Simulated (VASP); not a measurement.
Wanted: the native input for a VASP 6.6.1 run.

```yaml
Task: relaxation of the atoms
Functional: PBEsol
Potentials_or_basis: VASP PAW PBE potentials, release 64 (Pd, O, Co)
Cutoff: 520 eV
k_mesh: 12 × 12 × 1
Occupations: gaussian, width 0.1 eV
Spin: no spin polarisation
Dipole_correction: yes
Further_INCAR_settings: ALGO = Normal; EDIFF = 1e-07; IBRION = 2; EDIFFG = -0.02; NSW = 80
```

The structure of CoPd2O2 lies in POSCAR:

```
CoPd2O2
1.0
    2.8149341057      0.0000000000      0.0000000000
   -1.4074670528      2.4378044455      0.0000000000
    0.0000000000      0.0000000000     20.8741620465
Pd O Co
2 2 1
Direct
    0.6666666667      0.3333333333      0.3592958598
    0.3333333333      0.6666666667      0.6407041402
    0.6666666667      0.3333333333      0.4543342602
    0.3333333333      0.6666666667      0.5456657398
    0.0000000000      0.0000000000      0.5000000000
```

The input as run:

INCAR

```
PREC = Accurate
ENCUT = 520
EDIFF = 1E-7
ISMEAR = 0
SIGMA = 0.1
LREAL = False
LASPH = True
NELM = 80
ALGO = Normal
ISIF = 2
LWAVE = False
LCHARG = False
LDIPOL = True
IDIPOL = 3
DIPOL = 0.5 0.5 0.500
GGA = PS
IBRION = 2
NSW = 80
EDIFFG = -0.02
```

KPOINTS

```
Automatic mesh
0
Gamma
  12 12 1
```

Potentials or basis: VASP PAW PBE potentials, release 64 (Pd, O, Co).

The run is started by

```sh
$ cat potpaw_PBE.64/Pd/POTCAR potpaw_PBE.64/O/POTCAR potpaw_PBE.64/Co/POTCAR > POTCAR
$ mpirun -np 1 vasp_std > vasp.out
```

It gave:

| Quantity | Value |
| --- | --- |
| Energy gained by relaxing | 5.9 meV/atom |
| Ionic steps | 5 |
| Largest force after relaxing | 0.014 eV/Å |

Caveat: the PAW data sets were made with another functional, which shifts forces and pressure a little; an odd number of electrons without spin polarisation forces a metal; a magnetic or distorted state may lie lower; the run has no spin polarisation, though such a crystal can be magnetic.

Run time: 5.3 min on 1 thread of Intel(R) Xeon(R) Platinum 8375C CPU @ 2.90GHz (Ice Lake), on a shared host, peak memory 0.34 GiB.
